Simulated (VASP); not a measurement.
GaAs:

```
Ga As
1.0
     0.00000    2.69589    2.69589
     2.69589    0.00000    2.69589
     2.69589    2.69589    0.00000
Ga As
1 1
Direct
  0.00000 0.00000 0.00000
  0.50000 0.50000 0.50000
```

* Program: VASP 6.6.1
* Task: relaxation of cell and atoms
* Functional: HSE06
* Potentials or basis: VASP PAW PBE potentials, release 64 (Ga_d, As)
* Cutoff: 600 eV
* k mesh: 5 × 5 × 5
* Occupations: fermi-dirac, width 0.05 eV
* Spin: no spin polarisation

At the start: pressure -2.9 GPa; volume 19.59 Å³/atom.

Where does the relaxation end?

Over 3 steps the energy falls by 6.8 meV/atom and the volume is 18.87 Å³/atom (-3.7 %); space group Fm-3m (No. 225, to 0.1 Å) before and after.

The path:
```
step  energy change (eV)  largest force (eV/Å)  pressure (GPa)  volume (Å³)
   1              0.0000                0.0000           -2.88        39.19
   2             -0.0116                0.0000            1.33        37.22
   3             -0.0136                0.0000           -0.05        37.75
```

Final structure:
```
Ga As
1.0
     0.00000    2.66250    2.66250
     2.66250    0.00000    2.66250
     2.66250    2.66250    0.00000
Ga As
1 1
Cartesian
  0.0000 0.0000 0.0000
  2.6625 2.6625 2.6625
```

Caveat: the k points lie up to 0.41 Å⁻¹ apart in the final cell, too coarse for converged energies and pressures of a metal; the PAW data sets were made with another functional, which shifts forces and pressure a little.
